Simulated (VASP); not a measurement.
# AgBr: electric field gradients with PBEsol

The system is AgBr.

```xyz
2
Lattice="0.0000 2.9149 2.8861 2.9149 0.0000 2.8861 2.9149 2.9149 0.0000" Properties=species:S:1:pos:R:3 pbc="T T T"
Ag    2.9149    2.9149    2.8861
Br    0.0000    0.0000    0.0000
```

This cell differs from its parent crystal: equal xx and yy strain of +1 %.

```yaml
Program: VASP 6.6.1
Task: electric field gradients
Functional: PBEsol
Potentials_or_basis: VASP PAW PBE potentials, release 64 (Ag, Br)
Cutoff: 400 eV
k_mesh: 7 × 7 × 7
Occupations: fermi-dirac, width 0.02 eV
Spin: no spin polarisation
Dipole_correction: no
Further_INCAR_settings: ALGO = Normal; EDIFF = 1e-08; NBANDS = 16
```

```
Pressure                                : -3.3 GPa
Band gap on the k mesh                  : 0.56 eV (least direct gap 2.32 eV)
Largest electric field gradient by atom : Ag -5.3; Br +10.2 V/Å²
```

Stress tensor (GPa, compression positive):
```
-3.32  0.00  0.00
 0.00 -3.32  0.00
 0.00  0.00 -3.17
```

Levels at points of the mesh, in eV from the valence-band top:
| k point | band 5 | band 6 | band 7 | band 8 | band 9 | band 10 | band 11 | band 12 | band 13 | band 14 |
| --- | --- | --- | --- | --- | --- | --- | --- | --- | --- | --- |
| (0.00, 0.00, 0.00) | -2.63 | -2.61 | -1.80 | -1.77 | -1.77 | 0.56 | 9.85 | 9.85 | 9.88 | 11.00 |

Electric field gradients, principal values (V/Å²):
```
atom   least  middle  greatest (by size)
1 Ag   2.629   2.630              -5.258
2 Br  -5.096  -5.097              10.193
```

Wall time 30 s on 1 thread of Intel Xeon 8259CL (shared host), peak memory 0.16 GiB.

Caveat: the cell differs from its parent crystal (equal xx and yy strain of +1 %); the cell stands under tension; semilocal functionals underestimate gaps, and a narrow one can read as zero; without QUAD_EFG the Cq values of the log hold for a quadrupole moment of 1 mb, not for the nuclei; the PAW data sets were made with another functional, which shifts forces and pressure a little. A k mesh can miss the band edges.
